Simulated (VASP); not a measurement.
# Zr2Si3 (P-4m2) in VASP: notebook

The runs below take Zr2Si3 through single point, relaxation of cell and atoms, with PBE.

Program: VASP 6.6.1. These are calculated values, not measurements. Logs are shortened: lines on timing, memory, paths and dates and some standing lists are left out, and cuts for length are marked.

### Step 1. The cell of the first run

Symmetry: P-4m2, No. 115, tetragonal system. Conventional cell: a = 3.732 Å, b = 3.732 Å, c = 6.579 Å, α = 90.00°, β = 90.00°, γ = 90.00°. Zr (site symmetry 2mm) has 8 Si at 2.75 to 3.81 Å and 8 Zr at 3.32 to 3.73 Å within 3.9 Å. Si (site symmetry 2mm) has 2 Si at 2.41 Å and 5 Zr at 2.75 to 2.77 Å within 3.2 Å. Si (site symmetry -4m2) has 4 Si at 2.41 Å and 4 Zr at 2.95 Å within 3.2 Å.

### Step 2. Single point, PBE

INCAR reads:

```
PREC = Accurate
ENCUT = 520
EDIFF = 1E-6
ISMEAR = 0
SIGMA = 0.1
LREAL = False
LASPH = True
NELM = 100
ALGO = Normal
ISIF = 2
LWAVE = False
LCHARG = False
GGA = PE
NBANDS = 26
```

KPOINTS reads:

```
Automatic mesh
0
Gamma
  10 10 6
```

POSCAR reads:

```
Zr2Si3
1.0
    3.7318569988      0.0000000000      0.0000000000
    0.0000000000      3.7318569988      0.0000000000
    0.0000000000      0.0000000000      6.5790575762
Zr Si
2 3
Direct
    0.5000000000      0.0000000000      0.3474112059
    0.0000000000      0.5000000000      0.6525887941
    0.0000000000      0.5000000000      0.2315735634
    0.5000000000      0.0000000000      0.7684264366
    0.5000000000      0.5000000000      0.0000000000
```

Potentials or basis: VASP PAW PBE potentials, release 64 (Zr_sv, Si).

Started as:

```
$ cat potpaw_PBE.64/Zr_sv/POTCAR potpaw_PBE.64/Si/POTCAR > POTCAR
$ mpirun -np 1 vasp_std > vasp.out
```

OUTCAR:

```text
PREC = Accurate
   ENCUT = 520
   EDIFF = 1E-6
   ISMEAR = 0
   LREAL = False
   LASPH = True
   NELM = 100
   ISIF = 2
   GGA = PE

 ion  position               nearest neighbor table
   1  0.500  0.000  0.347-   3 2.75   3 2.75   3 2.75   3 2.75   4 2.77   5 2.95   5 2.95   2 3.32
                             2 3.32   2 3.32   2 3.32
   2  0.000  0.500  0.653-   4 2.75   4 2.75   4 2.75   4 2.75   3 2.77   5 2.95   5 2.95   1 3.32
                             1 3.32   1 3.32   1 3.32
   3  0.000  0.500  0.232-   5 2.41   5 2.41   1 2.75   1 2.75   1 2.75   1 2.75   2 2.77
   4  0.500  0.000  0.768-   5 2.41   5 2.41   2 2.75   2 2.75   2 2.75   2 2.75   1 2.77
   5  0.500  0.500  0.000-   3 2.41   4 2.41   4 2.41   3 2.41   1 2.95   1 2.95   2 2.95   2 2.95

  LATTYP: Found a simple tetragonal cell.
 ALAT       =     3.7318569988
 C/A-ratio  =     1.7629447158

  Lattice vectors:

 A1 = (   3.7318569988,   0.0000000000,   0.0000000000)
 A2 = (   0.0000000000,   3.7318569988,   0.0000000000)
 A3 = (   0.0000000000,   0.0000000000,   6.5790575762)

Analysis of symmetry for initial positions (statically):
=====================================================================
 Subroutine PRICEL returns:
 Original cell was already a primitive cell.

 Routine SETGRP: Setting up the symmetry group for a
 simple tetragonal supercell.

 Subroutine GETGRP returns: Found  8 space group operations
 (whereof  8 operations were pure point group operations)
 out of a pool of 16 trial point group operations.

The static configuration has the point symmetry D_2d.

Analysis of symmetry for dynamics (positions and initial velocities):
=====================================================================
 Subroutine PRICEL returns:
 Original cell was already a primitive cell.

 Routine SETGRP: Setting up the symmetry group for a
 simple tetragonal supercell.

 Subroutine GETGRP returns: Found  8 space group operations
 (whereof  8 operations were pure point group operations)
 out of a pool of 16 trial point group operations.

The dynamic configuration has the point symmetry D_2d.

 Subroutine INISYM returns: Found  8 space group operations
 (whereof  8 operations are pure point group operations),
 and found     1 'primitive' translations

----------------------------------------------------------------------------------------

                                     Primitive cell

  volume of cell :      91.6249

  direct lattice vectors                    reciprocal lattice vectors
     3.731856999  0.000000000  0.000000000     0.267963108  0.000000000  0.000000000
     0.000000000  3.731856999  0.000000000     0.000000000  0.267963108  0.000000000
     0.000000000  0.000000000  6.579057576     0.000000000  0.000000000  0.151997454

  length of vectors
     3.731856999  3.731856999  6.579057576     0.267963108  0.267963108  0.151997454

  position of ions in fractional coordinates (direct lattice)
     0.500000000  0.000000000  0.347411206
     0.000000000  0.500000000  0.652588794
     0.000000000  0.500000000  0.231573563
     0.500000000  0.000000000  0.768426437
     0.500000000  0.500000000  0.000000000

  ion indices of the primitive-cell ions
   primitive index   ion index
                 1           1
                 2           2
                 3           3
                 4           4
                 5           5

----------------------------------------------------------------------------------------

 KPOINTS: Automatic mesh

Automatic generation of k-mesh.
 Grid dimensions read from file:
 generate k-points for:   10   10    6

 Generating k-lattice:

  Cartesian coordinates                     Fractional coordinates (reciprocal lattice)
     0.026796311  0.000000000  0.000000000     0.100000000  0.000000000  0.000000000
     0.000000000  0.026796311  0.000000000     0.000000000  0.100000000  0.000000000
     0.000000000  0.000000000  0.025332909     0.000000000  0.000000000  0.166666667

  Length of vectors
     0.026796311  0.026796311  0.025332909

[... 44 lines left out ...]
  energy-cutoff  :      520.00
  volume of cell :       91.62
 maximum number of plane-waves:      2496
 NGX is ok and might be reduce to    28
   NGX = 13   NGY = 13   NGZ = 25

 number of electron      36.0000001 magnetization

 Free energy of the ion-electron system (eV)
  ---------------------------------------------------
  ext. energy  EPLUGINS =         0.00000000
  ---------------------------------------------------
  free energy    TOTEN  =       -35.65982818 eV

  energy without entropy =      -35.65116367  energy(sigma->0) =      -35.65549592

 E-fermi :   9.0066     XC(G=0): -10.9439

 val. band max:        8.9895652898   @ k =   0.5000   0.2000   0.0000
 cond. band min:       9.0258473543   @ k =   0.1000   0.0000   0.5000
 fundamental gap:      0.0362820645
 Fermi energy:         9.0066349460

 k-point     1 :       0.0000    0.0000    0.0000
  band No.  band energies     occupation
      1     -39.7190      2.00000
      2     -39.6559      2.00000
      3     -17.9194      2.00000
      4     -17.8114      2.00000
      5     -17.8114      2.00000
      6     -17.7018      2.00000
[... 18 lines left out ...]
     25      11.6721      0.00000
     26      13.5355      0.00000

 k-point     2 :       0.1000    0.0000    0.0000
  band No.  band energies     occupation
      1     -39.7167      2.00000
      2     -39.6567      2.00000
      3     -17.9197      2.00000
      4     -17.8383      2.00000
      5     -17.8060      2.00000
      6     -17.6893      2.00000
[... 18 lines left out ...]
     25      11.9631      0.00000
     26      13.2686      0.00000

 k-point     3 :       0.2000    0.0000    0.0000
  band No.  band energies     occupation
      1     -39.7103      2.00000
      2     -39.6593      2.00000
      3     -17.9276      2.00000
      4     -17.8870      2.00000
      5     -17.7911      2.00000
      6     -17.6796      2.00000
[... 572 lines left out ...]
 k-point    23 :       0.1000    0.0000    0.1667
  band No.  band energies     occupation
      1     -39.7167      2.00000
      2     -39.6567      2.00000
      3     -17.9184      2.00000
      4     -17.8385      2.00000
      5     -17.8059      2.00000
      6     -17.6907      2.00000
[... 18 lines left out ...]
     25      12.0870      0.00000
     26      13.1244      0.00000

 k-point    24 :       0.2000    0.0000    0.1667
  band No.  band energies     occupation
      1     -39.7103      2.00000
      2     -39.6593      2.00000
      3     -17.9272      2.00000
      4     -17.8873      2.00000
      5     -17.7911      2.00000
      6     -17.6800      2.00000
[... 18 lines left out ...]
     25      12.2378      0.00000
     26      13.0524      0.00000

 [... further k-points ...]

------------------------ aborting loop because EDIFF is reached ----------------------------------------

  FORCE on cell =-STRESS in cart. coord.  units (eV):
  Direction    XX          YY          ZZ          XY          YZ          ZX
  --------------------------------------------------------------------------------------
  -------------------------------------------------------------------------------------
  Total       -0.0005237     -0.0005237     -0.0028821      0.0000000      0.0000000      0.0000000
  in kB       -0.0091574     -0.0091574     -0.0503968      0.0000000      0.0000000      0.0000000
  external PRESSURE =      -0.0229039 kB  Pullay stress =       0.0000000 kB

 VOLUME and BASIS-vectors are now :
 -----------------------------------------------------------------------------
  energy-cutoff  :      520.00
  volume of cell :       91.62
      direct lattice vectors                 reciprocal lattice vectors
     3.731856999  0.000000000  0.000000000     0.267963108  0.000000000  0.000000000
     0.000000000  3.731856999  0.000000000     0.000000000  0.267963108  0.000000000
     0.000000000  0.000000000  6.579057576     0.000000000  0.000000000  0.151997454

 POSITION                                       TOTAL-FORCE (eV/Angst)
 -----------------------------------------------------------------------------------
      1.86593      0.00000      2.28564        -0.000000      0.000000      0.003848
      0.00000      1.86593      4.29342         0.000000      0.000000     -0.003848
      0.00000      1.86593      1.52354         0.000000      0.000000     -0.008402
      1.86593      0.00000      5.05552         0.000000     -0.000000      0.008402
      1.86593      1.86593      0.00000         0.000000      0.000000      0.000000
 -----------------------------------------------------------------------------------
    total drift:                                0.000000      0.000000     -0.000000

  FREE ENERGIE OF THE ION-ELECTRON SYSTEM (eV)
  ---------------------------------------------------
  free  energy   TOTEN  =       -35.6598281817 eV

  energy  without entropy=      -35.6511636656  energy(sigma->0) =      -35.65549592
```

Run time: 1.7 min. Hardware: 1 thread of Intel Xeon Platinum 8559C (Emerald Rapids), shared host; peak memory 0.29 GiB.

Results:

- Free energy: -35.6598 eV
- Pressure: 0.0 GPa
- Largest force: 0.008 eV/Å
- Band gap on the k mesh: zero (bands 18 and 19 overlap by 0.38 eV)

Forces on the atoms (eV/Å):
```
Zr   0.000  0.000  0.004
Zr   0.000  0.000 -0.004
Si   0.000  0.000 -0.008
Si   0.000  0.000  0.008
Si   0.000  0.000  0.000
```

Levels at points of the mesh, in eV from the Fermi level:
| k point | band 16 | band 17 | band 18 | band 19 | band 20 | band 21 |
| --- | --- | --- | --- | --- | --- | --- |
| (0.00, 0.00, 0.00) | -0.47 | -0.47 | -0.43 | 0.88 | 1.10 | 1.11 |
| (0.50, 0.00, 0.00) | -1.72 | -0.72 | -0.47 | -0.13 | 1.24 | 1.63 |
| (0.50, 0.50, 0.00) | -2.04 | -1.25 | -1.02 | 0.31 | 0.31 | 2.03 |
| (0.00, 0.00, 0.50) | -1.04 | 0.05 | 0.05 | 0.74 | 0.94 | 1.13 |
| (0.50, 0.00, 0.50) | -1.80 | -1.76 | -0.23 | 0.84 | 1.59 | 1.74 |
| (0.50, 0.50, 0.50) | -1.66 | -1.19 | -0.92 | 1.07 | 2.42 | 2.42 |

### Step 3. Relaxation of cell and atoms, PBE

This run uses another cell than the first one, of 14.63 Å³/atom.

INCAR reads:

```
SYSTEM = Zr2Si3
PREC     = Accurate       ! precision mode
ENCUT    = 600            ! plane-wave cutoff, eV
EDIFF    = 1E-7           ! SCF threshold, eV
ISMEAR   = 0              ! smearing method
SIGMA    = 0.1            ! smearing width, eV
LREAL    = .False.        ! projectors in reciprocal space
LASPH    = .True.         ! aspherical terms in the spheres
NELM     = 100            ! most SCF steps
ALGO     = Normal         ! electronic algorithm
ISIF     = 3              ! what is computed and relaxed
LWAVE    = .False.        ! write WAVECAR
LCHARG   = .False.        ! write CHGCAR
GGA      = PE             ! functional
IBRION   = 2              ! ionic algorithm
NSW      = 90             ! ionic steps
EDIFFG   = -0.04          ! ionic threshold
```

KPOINTS reads:

```
Automatic mesh
0
Gamma
  6 6 4
  0 0 0
```

POSCAR reads:

```
Zr2Si3
1.0
    3.2950292000      0.0000000000      0.0000000000
    0.0000000000      3.2950292000      0.0000000000
    0.0000000000      0.0000000000      6.7352353900
Zr Si
2 3
Direct
    0.5000000000      0.0000000000      0.2621575700
    0.0000000000      0.5000000000      0.7378424300
    0.0000000000      0.5000000000      0.3652538100
    0.5000000000      0.0000000000      0.6347461900
    0.5000000000      0.5000000000      0.0000000000
```

Potentials or basis: VASP PAW PBE potentials, release 64 (Zr_sv, Si).

Started as:

```
$ cat potpaw_PBE.64/Zr_sv/POTCAR potpaw_PBE.64/Si/POTCAR > POTCAR
$ mpirun -np 1 vasp_std > vasp.out
```

Wall time 13 min (1 thread of Intel Xeon Platinum 8559C (Emerald Rapids), shared host); peak memory 0.23 GiB.

It converged, with:

```yaml
Free_energy: -35.6357 eV
Relaxed_volume: 18.33 Å³/atom
Relaxed_cell: a = 3.734 Å, b = 3.734 Å, c = 6.573 Å, α = 90.00°, β = 90.00°, γ = 90.00°
Space_group_after_relaxing_to_0.1_Å: P-4m2 (No. 115)
Energy_gained_by_relaxing: 1417.8 meV/atom
Ionic_steps: 30
Pressure_after_relaxing: 0.0 GPa
Largest_force_after_relaxing: 0.036 eV/Å
Band_gap_on_the_k_mesh: zero (bands 18 and 19 overlap by 0.27 eV)
```

Forces on the atoms (eV/Å):
```
Zr   0.000  0.000  0.036
Zr   0.000  0.000 -0.036
Si   0.000  0.000  0.015
Si   0.000  0.000 -0.015
Si   0.000  0.000  0.000
```

Stress tensor (GPa, compression positive):
```
-0.08  0.00  0.00
 0.00 -0.08  0.00
 0.00  0.00  0.15
```

Step by step:
| step | energy change (eV) | largest force (eV/Å) | pressure (GPa) | volume (Å³) |
| --- | --- | --- | --- | --- |
| 1 | 0.0000 | 0.1036 | 61.22 | 73.13 |
| 2 | -1.2357 | 0.6996 | -16.24 | 149.44 |
| 3 | -4.4572 | 0.7151 | -1.53 | 105.08 |
| 4 | -4.4652 | 0.7089 | -0.47 | 103.84 |
| 5 | -4.4660 | 0.7047 | 0.14 | 103.15 |
| 6 | -4.5431 | 0.7131 | -0.07 | 103.46 |
| 7 | -4.7770 | 0.7297 | -0.90 | 104.38 |
| 8 | -5.2641 | 0.8247 | -3.22 | 106.23 |
| 9 | -5.7388 | 0.3741 | -9.71 | 110.01 |
| 10 | -5.7581 | 0.3815 | -9.72 | 109.78 |
| 11 | -5.8166 | 0.4051 | -9.74 | 109.09 |
| 12 | -5.9415 | 0.4556 | -9.79 | 107.71 |
| 13 | -6.1943 | 0.4052 | -9.33 | 104.99 |
| 14 | -6.1884 | 1.6907 | -4.71 | 99.68 |
| 15 | -6.3193 | 0.6175 | -8.24 | 102.94 |
| 16 | -6.3361 | 0.9004 | -7.29 | 101.80 |
| 17 | -6.3369 | 0.8163 | -7.56 | 102.09 |
| 18 | -6.4359 | 0.8446 | -6.56 | 100.65 |
| 19 | -6.6646 | 0.9877 | -3.04 | 96.38 |
| 20 | -6.7091 | 1.4203 | 7.50 | 88.18 |
| 21 | -6.7701 | 1.0753 | 2.09 | 91.90 |
| 22 | -6.8587 | 0.9446 | 1.77 | 91.73 |
| 23 | -7.0242 | 0.7701 | 1.41 | 91.17 |
| 24 | -7.0366 | 0.6620 | 1.58 | 90.90 |
| 25 | -7.0633 | 0.4486 | -0.24 | 92.08 |
| 26 | -7.0679 | 0.3216 | -1.31 | 92.83 |
| 27 | -7.0803 | 0.1976 | -0.56 | 92.16 |
| 28 | -7.0848 | 0.1870 | 0.27 | 91.48 |
| 29 | -7.0883 | 0.0996 | 0.11 | 91.57 |
| 30 | -7.0890 | 0.0355 | 0.00 | 91.63 |

Final structure:
```xyz
5
Lattice="3.7337 0.0000 0.0000 0.0000 3.7337 0.0000 0.0000 0.0000 6.5728" Properties=species:S:1:pos:R:3 pbc="T T T"
Zr    1.8669    0.0000    2.2790
Zr    0.0000    1.8669    4.2939
Si    0.0000    1.8669    1.5180
Si    1.8669    0.0000    5.0549
Si    1.8669    1.8669    0.0000
```

Levels at points of the mesh, in eV from the Fermi level:
| k point | band 16 | band 17 | band 18 | band 19 | band 20 | band 21 |
| --- | --- | --- | --- | --- | --- | --- |
| (0.00, 0.00, 0.00) | -0.43 | -0.43 | -0.41 | 0.91 | 1.12 | 1.14 |
| (0.50, 0.00, 0.00) | -1.68 | -0.67 | -0.44 | -0.09 | 1.28 | 1.65 |
| (0.50, 0.50, 0.00) | -1.99 | -1.21 | -0.99 | 0.36 | 0.36 | 2.10 |
| (0.00, 0.00, 0.50) | -1.02 | 0.08 | 0.08 | 0.77 | 0.97 | 1.16 |
| (0.50, 0.00, 0.50) | -1.77 | -1.71 | -0.20 | 0.86 | 1.62 | 1.78 |
| (0.50, 0.50, 0.50) | -1.62 | -1.16 | -0.89 | 1.14 | 2.47 | 2.47 |

Caveat: the volume moved by over 15 % at a fixed basis, so the end points are rough.

### Step 4. Single point, PBE, collinear spin

INCAR reads:

```
SYSTEM = Zr2Si3
PREC = Accurate
ENCUT = 520
EDIFF = 1E-6
ISMEAR = 0
SIGMA = 0.1
LREAL = .False.
LASPH = .True.
NELM = 150
ALGO = Normal
ISIF = 2
LWAVE = .False.
LCHARG = .False.
ISPIN = 2
MAGMOM = 1 1 0 0 0
LORBIT = 11
LMAXMIX = 4
GGA = PE
NBANDS = 30
```

KPOINTS reads:

```
regular mesh
0
Gamma
  6 6 4
  0 0 0
```

POSCAR reads:

```
Zr2Si3
1.0
    3.7272951966      0.0000000000      0.0000000000
    0.0000000000      3.7272951966      0.0000000000
    0.0000000000      0.0000000000      6.5878844690
Zr Si
2 3
Direct
    0.5000000000      0.0000000000      0.3474521222
    0.0000000000      0.5000000000      0.6525478778
    0.0000000000      0.5000000000      0.2312499075
    0.5000000000      0.0000000000      0.7687500925
    0.5000000000      0.5000000000      0.0000000000
```

Started as:

```
$ cat potpaw_PBE.64/Zr_sv/POTCAR potpaw_PBE.64/Si/POTCAR > POTCAR
$ mpirun -np 1 vasp_std > vasp.out
```

It took 70 s on 1 thread of Intel Xeon Platinum 8559C (Emerald Rapids), shared host; peak memory 0.28 GiB.

Results (log left out):

```yaml
Free_energy: -35.6413 eV
Pressure: 0.2 GPa
Largest_force: 0.008 eV/Å
Band_gap_on_the_k_mesh: zero (filled and empty bands overlap)
Net_moment: 0.00 μB per cell
Valence_electrons_inside_the_program's_atomic_spheres: Zr 9.84; Si 1.70, 1.64 (each value once)
```

Forces in eV/Å, atoms in the order of the input:
```
Zr   0.000  0.000 -0.003
Zr   0.000  0.000  0.003
Si   0.000  0.000 -0.008
Si   0.000  0.000  0.008
Si   0.000  0.000  0.000
```

Stress tensor (GPa, compression positive):
```
 0.28  0.00  0.00
 0.00  0.28  0.00
 0.00  0.00 -0.08
```

Levels at points of the mesh, in eV from the Fermi level:
Spin up:
```csv
k point,band 16,band 17,band 18,band 19,band 20,band 21
"(0.00, 0.00, 0.00)",-0.42,-0.42,-0.41,0.92,1.14,1.15
"(0.50, 0.00, 0.00)",-1.68,-0.69,-0.43,-0.11,1.27,1.66
"(0.50, 0.50, 0.00)",-2.01,-1.20,-0.98,0.34,0.34,2.04
"(0.00, 0.00, 0.50)",-1.01,0.08,0.08,0.78,0.98,1.18
"(0.50, 0.00, 0.50)",-1.77,-1.74,-0.22,0.88,1.65,1.78
"(0.50, 0.50, 0.50)",-1.63,-1.16,-0.90,1.10,2.45,2.45
```
Spin down:
```csv
k point,band 15,band 16,band 17,band 18,band 19,band 20,band 21,band 22
"(0.00, 0.00, 0.00)",-2.29,-0.42,-0.42,-0.41,0.92,1.14,1.15,1.15
"(0.50, 0.00, 0.00)",-2.60,-1.68,-0.69,-0.43,-0.11,1.27,1.66,1.80
"(0.50, 0.50, 0.00)",-2.99,-2.01,-1.20,-0.98,0.34,0.34,2.04,3.04
"(0.00, 0.00, 0.50)",-1.92,-1.01,0.08,0.08,0.78,0.98,1.18,1.18
"(0.50, 0.00, 0.50)",-2.54,-1.77,-1.74,-0.22,0.88,1.65,1.78,2.22
"(0.50, 0.50, 0.50)",-3.23,-1.63,-1.16,-0.90,1.10,2.45,2.45,2.91
```

### Step 5. The runs side by side

```tsv
task	spin	cell	k mesh	cutoff (eV)	gap on the mesh (eV)	pressure (GPa)	largest force (eV/Å)
single point	off	a = 3.732, b = 3.732, c = 6.579 Å, 5 atoms, atomic positions A	10 × 10 × 6	520	none	0.0	0.01
relaxation of cell and atoms	off	relaxed from a = 3.295, b = 3.295, c = 6.735 Å, 5 atoms, atomic positions B	6 × 6 × 4	600	none	0.0	0.04
single point	collinear	a = 3.727, b = 3.727, c = 6.588 Å, 5 atoms, atomic positions C	6 × 6 × 4	520	none	0.2	0.01
```

Alike in all rows: level PBE; potentials or basis VASP PAW PBE potentials, release 64 (Zr_sv, Si); smearing gaussian 0.1 eV.

Caveats: the volume moved by over 15 % at a fixed basis, so the end points are rough (at least some runs).

Absolute energies hang on the potentials; compare differences alone.

The gap in the log of VASP goes by the Fermi energy; the results here count the filled bands.